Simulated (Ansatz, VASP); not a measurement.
# Two plane-wave programs on Rh

```
CELL_PARAMETERS angstrom
2.59530 0.00000 0.00000
-1.29765 2.24760 0.00000
0.00000 0.00000 8.96020
ATOMIC_POSITIONS crystal
Rh 0.00000 0.00000 0.00000
Rh 0.33333 0.66667 0.25000
Rh 0.00000 0.00000 0.50000
Rh 0.66667 0.33333 0.75000
```

Alike in both runs: task single point; functional PBEsol; k mesh 18 × 18 × 6; occupations gaussian, width 0.15 eV; no spin polarisation.

|  | VASP | Ansatz |
| --- | --- | --- |
| version | VASP 6.6.1 | Ansatz 0.2.0 |
| potentials or method | VASP PAW PBE potentials, release 64 (Rh_pv), cutoff 520 eV | scalar-relativistic, plane waves, PAW |
| valence electrons in the cell | 60 | 68 |

```tsv
	VASP	Ansatz	Ansatz less VASP
gap on the k mesh at the Fermi level (eV)	none	none	-
pressure (GPa)	12.4	12.5	+0.12
traceless stress, the component that is largest in VASP (GPa)	-16.36	-16.39	-0.025
```

VASP's potentials were made for PBE, not for PBEsol, and Ansatz warns of the same on its side. A gap of «none» marks a metal or a gap that the smearing closes. VASP's potentials hold 60 valence electrons a cell and Ansatz's 68, so a difference there can come from the potentials and not from the codes.
